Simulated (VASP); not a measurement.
# CsTa (R-3m) in VASP: single point with PBE

Aim: the single point of CsTa with PBE.

Program: VASP 6.6.1. These are calculated values, not measurements. Logs are shortened: lines on timing, memory, paths and dates and some standing lists are left out, and cuts for length are marked.

## (1) The cell of the first run

Symmetry: R-3m, No. 166, trigonal system. Conventional cell: a = 3.522 Å, b = 3.522 Å, c = 16.828 Å, α = 90.00°, β = 90.00°, γ = 120.00°. Within 4.6 Å of Cs (site symmetry -3m) lie 6 Ta at 3.46 Å and 6 Cs at 3.52 Å. Within 4.6 Å of Ta (site symmetry -3m) lie 6 Cs at 3.46 Å and 6 Ta at 3.52 Å.

## (2) Single point, PBE

File INCAR:

```
PREC     = Accurate       # precision mode
ENCUT    = 520            # plane-wave cutoff, eV
EDIFF    = 1E-6           # SCF threshold, eV
ISMEAR   = 0              # smearing method
SIGMA    = 0.1            # smearing width, eV
LREAL    = False          # projectors in reciprocal space
LASPH    = True           # aspherical terms in the spheres
NELM     = 100            # most SCF steps
ALGO     = Fast           # electronic algorithm
ISIF     = 2              # what is computed and relaxed
LWAVE    = False          # write WAVECAR
LCHARG   = False          # write CHGCAR
GGA      = PE             # functional
NBANDS   = 17             # bands
```

File KPOINTS:

```
regular mesh
0
Gamma
  6 6 6
```

File POSCAR:

```
CsTa
1.0
    1.7611219424      1.0167842275      5.6094995202
   -1.7611219424      1.0167842275      5.6094995202
    0.0000000000     -2.0335684550      5.6094995202
Cs Ta
1 1
Direct
    0.0000000000      0.0000000000      0.0000000000
    0.5000000000      0.5000000000      0.5000000000
```

Potentials or basis: VASP PAW PBE potentials, release 64 (Cs_sv, Ta_pv).

Run with:

```console
> cat potpaw_PBE.64/Cs_sv/POTCAR potpaw_PBE.64/Ta_pv/POTCAR > POTCAR
> mpirun -np 1 vasp_std > vasp.out
```

OUTCAR:

```text
PREC = Accurate
   ENCUT = 520
   EDIFF = 1E-6
   ISMEAR = 0
   LREAL = False
   LASPH = True
   NELM = 100
   ISIF = 2
   GGA = PE

 ion  position               nearest neighbor table
   1  0.000  0.000  0.000-
   2  0.500  0.500  0.500-

  LATTYP: Found a trigonal (rhomboedric) cell.
 ALAT       =     5.9667315616
 COS(alpha) =     0.8257648184

  Lattice vectors:

 A1 = (   1.7611219424,   1.0167842275,   5.6094995202)
 A2 = (  -1.7611219424,   1.0167842275,   5.6094995202)
 A3 = (   0.0000000000,  -2.0335684550,   5.6094995202)

Analysis of symmetry for initial positions (statically):
=====================================================================
 Subroutine PRICEL returns:
 Original cell was already a primitive cell.

 Routine SETGRP: Setting up the symmetry group for a
 trigonal (rhombohedral) supercell.

 Subroutine GETGRP returns: Found 12 space group operations
 (whereof 12 operations were pure point group operations)
 out of a pool of 12 trial point group operations.

The static configuration has the point symmetry D_3d.

Analysis of symmetry for dynamics (positions and initial velocities):
=====================================================================
 Subroutine PRICEL returns:
 Original cell was already a primitive cell.

 Routine SETGRP: Setting up the symmetry group for a
 trigonal (rhombohedral) supercell.

 Subroutine GETGRP returns: Found 12 space group operations
 (whereof 12 operations were pure point group operations)
 out of a pool of 12 trial point group operations.

The dynamic configuration has the point symmetry D_3d.

 Subroutine INISYM returns: Found 12 space group operations
 (whereof 12 operations are pure point group operations),
 and found     1 'primitive' translations

----------------------------------------------------------------------------------------

                                     Primitive cell

  volume of cell :      60.2689

  direct lattice vectors                    reciprocal lattice vectors
     1.761121942  1.016784228  5.609499520     0.283909926  0.163915472  0.059423008
    -1.761121942  1.016784228  5.609499520    -0.283909926  0.163915472  0.059423008
     0.000000000 -2.033568455  5.609499520     0.000000000 -0.327830944  0.059423008

  length of vectors
     5.966731562  5.966731562  5.966731562     0.333172961  0.333172961  0.333172961

  position of ions in fractional coordinates (direct lattice)
     0.000000000  0.000000000  0.000000000
[... 73 lines left out ...]
   LNONCOLLINEAR =      F non collinear calculations
   LSORBIT =      F    spin-orbit coupling
   LASPH  =      T    aspherical Exc in radial PAW
   ENCUT  =  520.0 eV  38.22 Ry    6.18 a.u.  11.09 11.09 11.09*2*pi/ulx,y,z
   NELM   =    100;   NELMIN=  2; NELMDL= -5     # of ELM steps
   EDIFF  = 0.1E-05   stopping-criterion for ELM
   LREAL  =      F    real-space projection
   EDIFFG = 0.1E-04   stopping-criterion for IOM
   NSW    =      0    number of steps for IOM
   IBRION =     -1    ionic relax: 0-MD 1-quasi-New 2-CG
   NFREE  =      0    steps in history (QN), initial steepest desc. (CG)
   ISIF   =      2    stress and relaxation
   ISYM   =      2    0-nonsym 1-usesym 2-fastsym
   POTIM  = 0.5000    time-step for ionic-motion
   TEBEG  =    0.0;   TEEND  =   0.0 temperature during run
   PSTRESS=    0.0 pullay stress
   NELECT =      20.0000    total number of electrons
   NUPDOWN=      -1.0000    fix difference up-down
   EMIN   =  10.00;   EMAX   =-10.00  energy-range for DOS
   EFERMI =   0.00;   METHOD = LEGACY
   ISMEAR =     0;   SIGMA  =   0.10  broadening in eV -4-tet -1-fermi 0-gaus
   EFERMI_NEDOS =   21; number of points for ismear=-14 and -15
   IALGO  =     68    algorithm
   IMIX   =      4    mixing-type and parameters
     AMIX     =   0.40;   BMIX     =  1.00
     AMIX_MAG =   1.60;   BMIX_MAG =  1.00
  volume/ion in A,a.u.               =      30.13       203.36
  Fermi-wavevector in a.u.,A,eV,Ry     =   1.133410  2.141834 17.478286  1.284618
  Thomas-Fermi vector in A             =   2.270112
   LORBIT       =      0    0 simple, 1 ext, 2 COOP (PROOUT), +10 PAW based schemes
   GGA     = PE    functional components
   LHFCALC =     F    Hartree Fock is set to
   AEXX    =    0.0000 exact exchange contribution
   IVDW    =     0    specifies the selected vdW correction
   LEPSILON=     F    determine dielectric tensor
   LRPA    =     F    only Hartree local field effects (RPA)
 non-spin polarized calculation
 RMM-DIIS sequential band-by-band and
 Gauss-broadening in eV      SIGMA  =   0.10
  energy-cutoff  :      520.00
  volume of cell :       60.27
 maximum number of plane-waves:      1659
 NGX is ok and might be reduce to    48
   NGX = 23   NGY = 23   NGZ = 23

 number of electron      20.0000000 magnetization

 Free energy of the ion-electron system (eV)
  ---------------------------------------------------
  ext. energy  EPLUGINS =         0.00000000
  ---------------------------------------------------
  free energy    TOTEN  =        -8.17598486 eV

  energy without entropy =       -8.15294498  energy(sigma->0) =       -8.16446492

 E-fermi :   4.0943     XC(G=0): -10.2030

 val. band max:        4.0659344361   @ k =   0.5000   0.5000   0.3333
 cond. band min:       4.1055410977   @ k =   0.5000   0.3333  -0.0000
 fundamental gap:      0.0396066616
 Fermi energy:         4.0943059861

 k-point     1 :       0.0000    0.0000    0.0000
  band No.  band energies     occupation
      1     -31.0230      2.00000
      2     -30.8703      2.00000
      3     -30.8703      2.00000
      4     -18.9877      2.00000
      5      -5.9999      2.00000
      6      -3.8701      2.00000
[... 457 lines left out ...]
      4     -18.3048      2.00000
      5      -6.9443      2.00000
      6      -5.3489      2.00000
[... 9 lines left out ...]
     16       8.7741      0.00000
     17      10.7935      0.00000

 [... further k-points ...]
[... 5 lines left out ...]
  --------------------------------------------------------------------------------------
  -------------------------------------------------------------------------------------
  Total       -2.7592373     -2.7592373      2.1011635     -0.0000000     -0.0000000      0.0000000
  in kB      -73.3510003    -73.3510003     55.8569010     -0.0000000     -0.0000000      0.0000000
  external PRESSURE =     -30.2816999 kB  Pullay stress =       0.0000000 kB

 VOLUME and BASIS-vectors are now :
 -----------------------------------------------------------------------------
  energy-cutoff  :      520.00
  volume of cell :       60.27
      direct lattice vectors                 reciprocal lattice vectors
     1.761121942  1.016784228  5.609499520     0.283909926  0.163915472  0.059423008
    -1.761121942  1.016784228  5.609499520    -0.283909926  0.163915472  0.059423008
     0.000000000 -2.033568455  5.609499520     0.000000000 -0.327830944  0.059423008

 POSITION                                       TOTAL-FORCE (eV/Angst)
 -----------------------------------------------------------------------------------
      0.00000      0.00000      0.00000        -0.000000     -0.000000     -0.000000
      0.00000      0.00000      8.41425         0.000000      0.000000      0.000000
 -----------------------------------------------------------------------------------
    total drift:                               -0.000000      0.000000     -0.000000

  FREE ENERGIE OF THE ION-ELECTRON SYSTEM (eV)
  ---------------------------------------------------
  free  energy   TOTEN  =        -8.1759848604 eV

  energy  without entropy=       -8.1529449791  energy(sigma->0) =       -8.16446492
```

OSZICAR:

```text
N       E                     dE             d eps       ncg     rms          rms(c)
DAV:   1     0.129092462636E+03    0.12909E+03   -0.10565E+04  1088   0.109E+03
DAV:   2    -0.248836057541E+01   -0.13158E+03   -0.12819E+03  1459   0.257E+02
DAV:   3    -0.889982369798E+01   -0.64115E+01   -0.63536E+01  1319   0.484E+01
DAV:   4    -0.895670559920E+01   -0.56882E-01   -0.56834E-01  1325   0.500E+00
DAV:   5    -0.895701192123E+01   -0.30632E-03   -0.30630E-03  1350   0.386E-01    0.599E+00
RMM:   6    -0.825088139761E+01    0.70613E+00   -0.12004E+00  1160   0.572E+00    0.202E+00
RMM:   7    -0.818543768010E+01    0.65444E-01   -0.42083E-01  1187   0.314E+00    0.730E-01
RMM:   8    -0.817600332304E+01    0.94344E-02   -0.36100E-02  1353   0.985E-01    0.316E-01
RMM:   9    -0.817585710639E+01    0.14622E-03   -0.99431E-03  1411   0.495E-01    0.125E-01
RMM:  10    -0.817596793633E+01   -0.11083E-03   -0.16274E-03  1436   0.212E-01    0.538E-02
RMM:  11    -0.817598261639E+01   -0.14680E-04   -0.36358E-04  1366   0.972E-02    0.361E-02
RMM:  12    -0.817598494370E+01   -0.23273E-05   -0.71756E-05  1406   0.420E-02    0.162E-02
RMM:  13    -0.817598475009E+01    0.19362E-06   -0.12399E-05  1284   0.169E-02    0.324E-03
RMM:  14    -0.817598486045E+01   -0.11036E-06   -0.12887E-06   837   0.623E-03
   1 F= -.81759849E+01 E0= -.81644649E+01  d E =-.230399E-01
```

It took 45 s on 1 thread of Intel Xeon 6975P-C (Granite Rapids), shared host; peak memory 0.31 GiB.

Results:

- Free energy: -8.1760 eV
- Pressure: -3.0 GPa
- Band gap on the k mesh: zero (band 10 reaches 4.53 eV, above the bottom of band 11 at 3.60 eV)

Levels at points of the mesh, in eV from the Fermi level:
| k point | band 7 | band 8 | band 9 | band 10 | band 11 | band 12 | band 13 | band 14 |
| --- | --- | --- | --- | --- | --- | --- | --- | --- |
| (0.00, 0.00, 0.00) | -7.96 | -4.93 | -0.75 | 0.30 | 0.30 | 1.24 | 1.24 | 2.76 |
| (0.50, 0.00, 0.00) | -8.81 | -1.89 | -0.49 | 0.13 | 0.56 | 0.60 | 1.27 | 2.01 |
| (0.50, 0.50, 0.00) | -8.79 | -2.84 | -1.46 | -1.20 | 0.65 | 1.44 | 2.35 | 2.92 |
| (0.50, 0.50, 0.50) | -7.98 | -3.48 | 0.25 | 0.44 | 0.44 | 0.62 | 1.59 | 1.59 |

Caveat: spin-orbit coupling is left out, which moves the levels of the heavy elements.
